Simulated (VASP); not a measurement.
Write the native input for VASP 6.6.1 that does the following.

| Property | Result |
| --- | --- |
| Task | single point |
| Functional | RPBE |
| Dispersion | D4 |
| Potentials or basis | VASP PAW PBE potentials, release 64 (Te, Sb, Ge_d) |
| Cutoff | 520 eV |
| k mesh | 7 × 7 × 2 |
| Occupations | fermi-dirac, width 0.05 eV |
| Spin | no spin polarisation |
| Dipole correction | no |
| Further INCAR settings | ALGO = Normal; EDIFF = 1e-06; NBANDS = 44 |

The structure of Ge2Sb2Te5 lies in POSCAR:

```
Ge2Sb2Te5
1.0
    4.1899663793      0.0000000000      0.0000000000
   -2.0949831896      3.6286173254      0.0000000000
    0.0000000000      0.0000000000     16.7483262556
Te Sb Ge
5 2 2
Direct
    0.6666666667      0.3333333333      0.4224577638
    0.3333333333      0.6666666667      0.5775422362
    0.3333333333      0.6666666667      0.1992543663
    0.6666666667      0.3333333333      0.8007456337
    0.0000000000      0.0000000000      0.0000000000
    0.0000000000      0.0000000000      0.3184951897
    0.0000000000      0.0000000000      0.6815048103
    0.6666666667      0.3333333333      0.1008045396
    0.3333333333      0.6666666667      0.8991954604
```

The input as run:

INCAR

```
SYSTEM = Ge2Sb2Te5
PREC     = Accurate       ! precision mode
ENCUT    = 520            ! plane-wave cutoff, eV
EDIFF    = 1E-6           ! SCF threshold, eV
ISMEAR   = -1             ! smearing method
SIGMA    = 0.05           ! smearing width, eV
LREAL    = .FALSE.        ! projectors in reciprocal space
LASPH    = .TRUE.         ! aspherical terms in the spheres
NELM     = 100            ! most SCF steps
ALGO     = Normal         ! electronic algorithm
ISIF     = 2              ! what is computed and relaxed
LWAVE    = .FALSE.        ! write WAVECAR
LCHARG   = .TRUE.         ! write CHGCAR
GGA      = RP             ! functional
IVDW     = 13             ! dispersion correction
LELF     = .TRUE.         ! ELF
LVHAR    = .TRUE.       
NBANDS   = 44             ! bands
```

KPOINTS

```
Automatic mesh
0
G
  7 7 2
  0 0 0
```

Potentials or basis: VASP PAW PBE potentials, release 64 (Te, Sb, Ge_d).

Launch:

```sh
$ cat potpaw_PBE.64/Te/POTCAR potpaw_PBE.64/Sb/POTCAR potpaw_PBE.64/Ge_d/POTCAR > POTCAR
$ mpirun -np 1 vasp_std > vasp.out
```

It gave:

- Pressure: -0.1 GPa
- Largest force: 0.022 eV/Å
- Band gap on the k mesh: zero (filled and empty bands touch)
- Dispersion energy per atom: -0.903 eV

Caveat: the PAW data sets were made with another functional, which shifts forces and pressure a little; spin-orbit coupling is left out, which moves the levels of the heavy elements.

Run time: 2.6 min on 1 thread of AMD EPYC 9R45 96-Core Processor (Zen 5), with other jobs on the host, peak memory 0.42 GiB.
